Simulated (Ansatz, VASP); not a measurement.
InReS4: VASP beside Ansatz

```xyz
6
Lattice="5.9696 0.0000 0.0000 -2.9848 5.1698 0.0000 0.0000 0.0000 4.5237" Properties=species:S:1:pos:R:3 pbc="T T T"
In    0.0000    0.0000    0.0000
Re    2.9848    1.7233    0.0000
S     0.0000    3.4465    0.0000
S     1.4812    4.3017    2.2619
S    -1.4812    4.3017    2.2619
S     0.0000    1.7362    2.2619
```

Change from the starting cell: species swapped into the SmAlCu4 type (P-6m2, No. 187).

Alike in both runs: task single point; functional PBE; k mesh 3 × 3 × 4; occupations gaussian, width 0.1 eV; collinear spin.

|  | VASP | Ansatz |
| --- | --- | --- |
| version | VASP 6.6.1 | Ansatz 0.2.0 |
| potentials or method | VASP PAW PBE potentials, release 64 (In_d, Re, S), cutoff 520 eV | scalar-relativistic, plane waves, PAW |
| valence electrons in the cell | 44 | 52 |

Ansatz gave:

| Item | Value |
| --- | --- |
| gap on the k mesh at the Fermi level (eV) | none |
| pressure (GPa) | -5.3 |
| traceless stress, the component that is largest in VASP (GPa) | -1.30 |
| rms of the force components (eV/Å) | 0.105 |
| net moment per atom (μB) | 0.86 |
| size of the moment on the site where the two differ most (μB) | 4.45 |

Question: Which values does VASP return?

Answer: gap on the k mesh at the Fermi level (eV): none; pressure (GPa): -5.4; traceless stress, the component that is largest in VASP (GPa): -1.30; rms of the force components (eV/Å): 0.106; net moment per atom (μB): 0.86; size of the moment on the site where the two differ most (μB): 4.27.

Site moments also hang on the region over which each program counts them. Atom by atom the forces differ by 0.001 eV/Å (rms over components). A gap of «none» marks a metal or a gap that the smearing closes. VASP's potentials hold 44 valence electrons a cell and Ansatz's 52, so a difference there can come from the potentials and not from the codes.

The k mesh is coarse, so the values compare programs but aren't converged. Spin-orbit coupling is off throughout.
